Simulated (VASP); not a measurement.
# NaF (Fm-3m) in VASP: notebook

Aim: see how the results for NaF move with the level of theory and the settings. Levels: PBEsol, r2SCAN. Tasks: single point.

All numbers are computed with VASP 6.6.1; they aren't measurements. Logs are shortened: lines on timing, memory, paths and dates and some standing lists are left out, and cuts for length are marked.

## (1) The cell of the first run

Symmetry: Fm-3m, No. 225, cubic system. Conventional cell: a = 4.630 Å, b = 4.630 Å, c = 4.630 Å, α = 90.00°, β = 90.00°, γ = 90.00°. Na (site symmetry m-3m) has 6 F at 2.31 Å within 3.1 Å. Within 3.1 Å of F (site symmetry m-3m) lie 6 Na at 2.31 Å.

## (2) Single point, PBEsol

Input file INCAR:

```
SYSTEM = NaF
PREC     = Accurate       ! precision mode
ENCUT    = 520            ! plane-wave cutoff, eV
EDIFF    = 1E-6           ! SCF threshold, eV
ISMEAR   = -1             ! smearing method
SIGMA    = 0.05           ! smearing width, eV
LREAL    = .False.        ! projectors in reciprocal space
LASPH    = .True.         ! aspherical terms in the spheres
NELM     = 80             ! most SCF steps
ALGO     = Normal         ! electronic algorithm
ISIF     = 2              ! what is computed and relaxed
LWAVE    = .False.        ! write WAVECAR
LCHARG   = .False.        ! write CHGCAR
GGA      = PS             ! functional
NBANDS   = 14             ! bands
```

Input file KPOINTS:

```
regular mesh
0
Gamma
  9 9 9
  0 0 0
```

Input file POSCAR:

```
NaF
1.0
    0.0000000000      2.3150000000      2.3150000000
    2.3150000000      0.0000000000      2.3150000000
    2.3150000000      2.3150000000      0.0000000000
Na F
1 1
Direct
    0.0000000000      0.0000000000      0.0000000000
    0.5000000000      0.5000000000      0.5000000000
```

Potentials or basis: VASP PAW PBE potentials, release 64 (Na_pv, F).

The run is started by

```sh
cat potpaw_PBE.64/Na_pv/POTCAR potpaw_PBE.64/F/POTCAR > POTCAR
mpirun -np 1 vasp_std > vasp.out
```

OUTCAR:

```text
SYSTEM = NaF
   PREC = Accurate
   ENCUT = 520
   EDIFF = 1E-6
   ISMEAR = -1
   LREAL = .False.
   LASPH = .True.
   NELM = 80
   ISIF = 2
   GGA = PS

 ion  position               nearest neighbor table
   1  0.000  0.000  0.000-   2 2.31   2 2.31   2 2.31   2 2.31   2 2.31   2 2.31
   2  0.500  0.500  0.500-   1 2.31   1 2.31   1 2.31   1 2.31   1 2.31   1 2.31

  LATTYP: Found a face centered cubic cell.
 ALAT       =     4.6300000000

  Lattice vectors:

 A1 = (   0.0000000000,   2.3150000000,   2.3150000000)
 A2 = (   2.3150000000,   0.0000000000,   2.3150000000)
 A3 = (   2.3150000000,   2.3150000000,   0.0000000000)

Analysis of symmetry for initial positions (statically):
=====================================================================
 Subroutine PRICEL returns:
 Original cell was already a primitive cell.

 Routine SETGRP: Setting up the symmetry group for a
 face centered cubic supercell.

 Subroutine GETGRP returns: Found 48 space group operations
 (whereof 48 operations were pure point group operations)
 out of a pool of 48 trial point group operations.

The static configuration has the point symmetry O_h .

Analysis of symmetry for dynamics (positions and initial velocities):
=====================================================================
 Subroutine PRICEL returns:
 Original cell was already a primitive cell.

 Routine SETGRP: Setting up the symmetry group for a
 face centered cubic supercell.

 Subroutine GETGRP returns: Found 48 space group operations
 (whereof 48 operations were pure point group operations)
 out of a pool of 48 trial point group operations.

The dynamic configuration has the point symmetry O_h .

 Subroutine INISYM returns: Found 48 space group operations
 (whereof 48 operations are pure point group operations),
 and found     1 'primitive' translations

----------------------------------------------------------------------------------------

                                     Primitive cell

  volume of cell :      24.8132

  direct lattice vectors                    reciprocal lattice vectors
     0.000000000  2.315000000  2.315000000    -0.215982721  0.215982721  0.215982721
     2.315000000  0.000000000  2.315000000     0.215982721 -0.215982721  0.215982721
     2.315000000  2.315000000  0.000000000     0.215982721  0.215982721 -0.215982721

  length of vectors
     3.273904397  3.273904397  3.273904397     0.374093047  0.374093047  0.374093047

  position of ions in fractional coordinates (direct lattice)
     0.000000000  0.000000000  0.000000000
     0.500000000  0.500000000  0.500000000

  ion indices of the primitive-cell ions
   primitive index   ion index
                 1           1
                 2           2

----------------------------------------------------------------------------------------

 KPOINTS: regular mesh

Automatic generation of k-mesh.
 Grid dimensions read from file:
 generate k-points for:    9    9    9

 Generating k-lattice:

  Cartesian coordinates                     Fractional coordinates (reciprocal lattice)
    -0.023998080  0.023998080  0.023998080     0.111111111  0.000000000  0.000000000
     0.023998080 -0.023998080  0.023998080     0.000000000  0.111111111  0.000000000
     0.023998080  0.023998080 -0.023998080     0.000000000  0.000000000  0.111111111

  Length of vectors
     0.041565894  0.041565894  0.041565894

  Shift w.r.t. Gamma in fractional coordinates (k-lattice)
     0.000000000  0.000000000  0.000000000

 Subroutine IBZKPT returns following result:
 ===========================================

 Found     35 irreducible k-points:

 Following reciprocal coordinates:
            Coordinates               Weight
  0.000000  0.000000  0.000000      1.000000
  0.111111  0.000000  0.000000      8.000000
  0.222222  0.000000  0.000000      8.000000
  0.333333  0.000000  0.000000      8.000000
  0.444444  0.000000  0.000000      8.000000
  0.111111  0.111111  0.000000      6.000000
[... 16 lines left out ...]
 -0.333333  0.333333  0.000000     12.000000
  0.444444  0.444444  0.000000      6.000000
 [... further k-points ...]
   k-points           NKPTS =     35   k-points in BZ     NKDIM =     35   number of bands    NBANDS=     14
   number of dos      NEDOS =    301   number of ions     NIONS =      2
   total plane-waves  NPLWV =  13824
   dimension x,y,z NGX =    24 NGY =   24 NGZ =   24
   dimension x,y,z NGXF=    48 NGYF=   48 NGZF=   48
   ions per type =               1   1
   NGX,Y,Z   is equivalent  to a cutoff of  12.19, 12.19, 12.19 a.u.
   NGXF,Y,Z  is equivalent  to a cutoff of  24.37, 24.37, 24.37 a.u.
 SYSTEM =  NaF
   PREC   = accura    normal or accurate (medium, high low for compatibility)
   ISTART =      0    job   : 0-new  1-cont  2-samecut
   ICHARG =      2    charge: 1-file 2-atom 10-const
   ISPIN  =      1    spin polarized calculation?
   LNONCOLLINEAR =      F non collinear calculations
   LSORBIT =      F    spin-orbit coupling
   LASPH  =      T    aspherical Exc in radial PAW
   ENCUT  =  520.0 eV  38.22 Ry    6.18 a.u.   6.09  6.09  6.09*2*pi/ulx,y,z
   NELM   =     80;   NELMIN=  2; NELMDL= -5     # of ELM steps
   EDIFF  = 0.1E-05   stopping-criterion for ELM
   LREAL  =      F    real-space projection
   EDIFFG = 0.1E-04   stopping-criterion for IOM
   NSW    =      0    number of steps for IOM
   IBRION =     -1    ionic relax: 0-MD 1-quasi-New 2-CG
   NFREE  =      0    steps in history (QN), initial steepest desc. (CG)
   ISIF   =      2    stress and relaxation
   ISYM   =      2    0-nonsym 1-usesym 2-fastsym
   POTIM  = 0.5000    time-step for ionic-motion
   TEBEG  =    0.0;   TEEND  =   0.0 temperature during run
   PSTRESS=    0.0 pullay stress
   NELECT =      14.0000    total number of electrons
   NUPDOWN=      -1.0000    fix difference up-down
   EMIN   =  10.00;   EMAX   =-10.00  energy-range for DOS
   EFERMI =   0.00;   METHOD = LEGACY
   ISMEAR =    -1;   SIGMA  =   0.05  broadening in eV -4-tet -1-fermi 0-gaus
   EFERMI_NEDOS =   21; number of points for ismear=-14 and -15
   IALGO  =     38    algorithm
   IMIX   =      4    mixing-type and parameters
     AMIX     =   0.40;   BMIX     =  1.00
     AMIX_MAG =   1.60;   BMIX_MAG =  1.00
  volume/ion in A,a.u.               =      12.41        83.72
  Fermi-wavevector in a.u.,A,eV,Ry     =   1.352768  2.556360 24.898391  1.829980
  Thomas-Fermi vector in A             =   2.480079
   LORBIT       =      0    0 simple, 1 ext, 2 COOP (PROOUT), +10 PAW based schemes
   GGA     = PS    functional components
   LHFCALC =     F    Hartree Fock is set to
   AEXX    =    0.0000 exact exchange contribution
   IVDW    =     0    specifies the selected vdW correction
   LEPSILON=     F    determine dielectric tensor
   LRPA    =     F    only Hartree local field effects (RPA)
 non-spin polarized calculation
  energy-cutoff  :      520.00
  volume of cell :       24.81
 maximum number of plane-waves:       680
   NGX = 13   NGY = 13   NGZ = 13

 number of electron      13.9999983 magnetization

 Free energy of the ion-electron system (eV)
  ---------------------------------------------------
  ext. energy  EPLUGINS =         0.00000000
  ---------------------------------------------------
  free energy    TOTEN  =        -8.76870370 eV

  energy without entropy =       -8.76870370  energy(sigma->0) =       -8.76870370

 E-fermi :  -1.0320     XC(G=0):  -9.3471

 val. band max:       -2.1651003591   @ k =   0.0000   0.0000   0.0000
 cond. band min:       4.0088378141   @ k =   0.0000   0.0000   0.0000
 fundamental gap:      6.1739381732
 Fermi energy:        -1.0320183623

 k-point     1 :       0.0000    0.0000    0.0000
  band No.  band energies     occupation
      1     -21.2262      2.00000
      2     -20.9270      2.00000
      3     -20.9270      2.00000
      4     -20.9270      2.00000
      5      -2.1651      2.00000
      6      -2.1651      2.00000
      7      -2.1651      2.00000
      8       4.0088      0.00000
      9      16.6958      0.00000
     10      16.6958      0.00000
     11      16.6958      0.00000
     12      19.3837      0.00000
     13      21.7742      0.00000
     14      21.7742      0.00000

 k-point     2 :       0.1111    0.0000    0.0000
  band No.  band energies     occupation
      1     -21.3835      2.00000
      2     -20.9285      2.00000
      3     -20.9285      2.00000
      4     -20.7536      2.00000
      5      -2.4110      2.00000
      6      -2.1961      2.00000
      7      -2.1961      2.00000
      8       4.4508      0.00000
      9      15.1700      0.00000
     10      16.8877      0.00000
     11      16.8877      0.00000
     12      21.0819      0.00000
     13      21.2904      0.00000
     14      21.2904      0.00000

 k-point     3 :       0.2222    0.0000    0.0000
  band No.  band energies     occupation
      1     -21.5902      2.00000
      2     -20.9322      2.00000
      3     -20.9322      2.00000
      4     -20.5039      2.00000
      5      -2.9451      2.00000
      6      -2.2739      2.00000
      7      -2.2739      2.00000
      8       5.5514      0.00000
      9      13.2466      0.00000
     10      17.3458      0.00000
     11      17.3458      0.00000
     12      20.6316      0.00000
     13      20.6316      0.00000
     14      22.1288      0.00000
[... 324 lines left out ...]
 k-point    23 :      -0.3333    0.3333    0.0000
  band No.  band energies     occupation
      1     -21.5636      2.00000
      2     -21.0295      2.00000
      3     -20.9574      2.00000
      4     -20.3959      2.00000
      5      -3.2146      2.00000
      6      -3.0924      2.00000
      7      -2.5101      2.00000
      8       9.8735      0.00000
      9      11.0129      0.00000
     10      13.2099      0.00000
     11      17.6522      0.00000
     12      17.7567      0.00000
     13      22.8583      0.00000
     14      25.7549      0.00000

 k-point    24 :       0.4444    0.4444    0.0000
  band No.  band energies     occupation
      1     -21.1943      2.00000
      2     -20.9805      2.00000
      3     -20.9805      2.00000
      4     -20.8440      2.00000
      5      -3.4570      2.00000
      6      -2.5660      2.00000
      7      -2.5660      2.00000
      8       9.9576      0.00000
      9      11.0226      0.00000
     10      12.3129      0.00000
     11      17.4884      0.00000
     12      17.4884      0.00000
     13      21.8958      0.00000
     14      26.1679      0.00000

 [... further k-points ...]
[... 5 lines left out ...]
  --------------------------------------------------------------------------------------
  -------------------------------------------------------------------------------------
  Total       -0.0176918     -0.0176918     -0.0176918      0.0000000     -0.0000000     -0.0000000
  in kB       -1.1423506     -1.1423506     -1.1423506      0.0000000     -0.0000000     -0.0000000
  external PRESSURE =      -1.1423506 kB  Pullay stress =       0.0000000 kB

 VOLUME and BASIS-vectors are now :
 -----------------------------------------------------------------------------
  energy-cutoff  :      520.00
  volume of cell :       24.81
      direct lattice vectors                 reciprocal lattice vectors
     0.000000000  2.315000000  2.315000000    -0.215982721  0.215982721  0.215982721
     2.315000000  0.000000000  2.315000000     0.215982721 -0.215982721  0.215982721
     2.315000000  2.315000000  0.000000000     0.215982721  0.215982721 -0.215982721

 POSITION                                       TOTAL-FORCE (eV/Angst)
 -----------------------------------------------------------------------------------
      0.00000      0.00000      0.00000         0.000000      0.000000      0.000000
      2.31500      2.31500      2.31500        -0.000000     -0.000000     -0.000000
 -----------------------------------------------------------------------------------
    total drift:                                0.000000     -0.000000      0.000000

  FREE ENERGIE OF THE ION-ELECTRON SYSTEM (eV)
  ---------------------------------------------------
  free  energy   TOTEN  =        -8.7687037031 eV

  energy  without entropy=       -8.7687037031  energy(sigma->0) =       -8.76870370
```

Wall time 4.2 s (1 thread of Intel Xeon 6975P-C (Granite Rapids), shared host); peak memory 0.13 GiB.

Results:

```yaml
Free_energy: -8.7687 eV
Pressure: -0.1 GPa
Band_gap_on_the_k_mesh: 6.17 eV, direct
```

Levels at points of the mesh, in eV from the valence-band top:
| k point | band 5 | band 6 | band 7 | band 8 | band 9 | band 10 |
| --- | --- | --- | --- | --- | --- | --- |
| (0.00, 0.00, 0.00) | 0.00 | 0.00 | 0.00 | 6.17 | 18.86 | 18.86 |

Caveat: the PAW data sets were made with another functional, which shifts forces and pressure a little. A k mesh can miss the band edges.

## (3) Single point, r2SCAN

POSCAR is that of step 2.

Input file INCAR.step1:

```
  PREC = Accurate
  ENCUT = 520
  ISMEAR = -1
  SIGMA = 0.05
  LREAL = F
  LASPH = T
  NELM = 100
  NBANDS = 14
  GGA = PE
  ALGO = Normal
  EDIFF = 1E-4
  LWAVE = T
  LCHARG = F
```

Input file INCAR.step2:

```
  PREC = Accurate
  ENCUT = 520
  EDIFF = 1E-7
  ISMEAR = -1
  SIGMA = 0.05
  LREAL = F
  LASPH = T
  NELM = 100
  ALGO = Normal
  ISIF = 2
  LWAVE = F
  LCHARG = T
  METAGGA = R2SCAN
  LMIXTAU = T
  LELF = T
  LVHAR = T
  NBANDS = 14
  ISTART = 1
```

Input file KPOINTS:

```
Automatic mesh
0
Gamma
  9 9 9
```

Potentials or basis: VASP PAW PBE potentials, release 64 (Na_pv, F).

The run is started by

```sh
cat potpaw_PBE.64/Na_pv/POTCAR potpaw_PBE.64/F/POTCAR > POTCAR
cp INCAR.step1 INCAR
mpirun -np 1 vasp_std > vasp.out
cp INCAR.step2 INCAR
mpirun -np 1 vasp_std > vasp.out
```

OUTCAR:

```text
PREC = Accurate
   ENCUT = 520
   EDIFF = 1E-7
   ISMEAR = -1
   LREAL = F
   LASPH = T
   NELM = 100
   ISIF = 2
   METAGGA = R2SCAN
   ISTART = 1

 ion  position               nearest neighbor table
   1  0.000  0.000  0.000-   2 2.31   2 2.31   2 2.31   2 2.31   2 2.31   2 2.31
   2  0.500  0.500  0.500-   1 2.31   1 2.31   1 2.31   1 2.31   1 2.31   1 2.31

  LATTYP: Found a face centered cubic cell.
 ALAT       =     4.6300000000

  Lattice vectors:

 A1 = (   0.0000000000,   2.3150000000,   2.3150000000)
 A2 = (   2.3150000000,   0.0000000000,   2.3150000000)
[... 585 lines left out ...]
     11      18.3944      0.00000
     12      18.3947      0.00000
     13      22.6123      0.00000
     14      26.8049      0.00000

 [... further k-points ...]
[... 5 lines left out ...]
  --------------------------------------------------------------------------------------
  -------------------------------------------------------------------------------------
  Total       -0.2799905     -0.2799905     -0.2799905      0.0000000      0.0000000      0.0000000
  in kB      -18.0788538    -18.0788538    -18.0788538      0.0000000      0.0000000      0.0000000
  external PRESSURE =     -18.0788538 kB  Pullay stress =       0.0000000 kB

 VOLUME and BASIS-vectors are now :
 -----------------------------------------------------------------------------
  energy-cutoff  :      520.00
  volume of cell :       24.81
      direct lattice vectors                 reciprocal lattice vectors
     0.000000000  2.315000000  2.315000000    -0.215982721  0.215982721  0.215982721
     2.315000000  0.000000000  2.315000000     0.215982721 -0.215982721  0.215982721
     2.315000000  2.315000000  0.000000000     0.215982721  0.215982721 -0.215982721

 POSITION                                       TOTAL-FORCE (eV/Angst)
 -----------------------------------------------------------------------------------
      0.00000      0.00000      0.00000         0.000000      0.000000      0.000000
      2.31500      2.31500      2.31500        -0.000000     -0.000000     -0.000000
 -----------------------------------------------------------------------------------
    total drift:                                0.000000     -0.000000      0.000000

  FREE ENERGIE OF THE ION-ELECTRON SYSTEM (eV)
  ---------------------------------------------------
  free  energy   TOTEN  =       -12.5986362420 eV

  energy  without entropy=      -12.5986362420  energy(sigma->0) =      -12.59863624
```

OSZICAR.step1:

```text
N       E                     dE             d eps       ncg     rms          rms(c)
DAV:   1     0.107217625670E+03    0.10722E+03   -0.77410E+03   998   0.122E+03
DAV:   2    -0.403994664757E+01   -0.11126E+03   -0.10455E+03  1076   0.348E+02
DAV:   3    -0.941378556484E+01   -0.53738E+01   -0.53649E+01  1214   0.680E+01
DAV:   4    -0.945525095919E+01   -0.41465E-01   -0.41463E-01  1112   0.633E+00
DAV:   5    -0.945570548570E+01   -0.45453E-03   -0.45453E-03  1202   0.650E-01    0.542E+00
DAV:   6    -0.856838325601E+01    0.88732E+00   -0.31083E+00  1182   0.148E+01    0.182E+00
DAV:   7    -0.855850412951E+01    0.98791E-02   -0.28964E-02  1010   0.204E+00    0.106E+00
DAV:   8    -0.855995755677E+01   -0.14534E-02   -0.28490E-02  1040   0.334E+00    0.148E-01
DAV:   9    -0.856061423500E+01   -0.65668E-03   -0.41248E-03  1214   0.596E-01    0.121E-01
DAV:  10    -0.856051579192E+01    0.98443E-04   -0.75234E-04  1070   0.322E-01
   1 F= -.85605158E+01 E0= -.85605158E+01  d E =-.504075E-10
```

Wall time 15 s (1 thread of Intel Xeon 6975P-C (Granite Rapids), shared host); peak memory 0.13 GiB.

What came out:

| Quantity | Value |
| --- | --- |
| Free energy | -12.5986 eV |
| Pressure | -1.8 GPa |
| Band gap on the k mesh | 7.19 eV, direct |

Caveat: the PAW data sets were made with another functional, which shifts forces and pressure a little. A k mesh can miss the band edges.
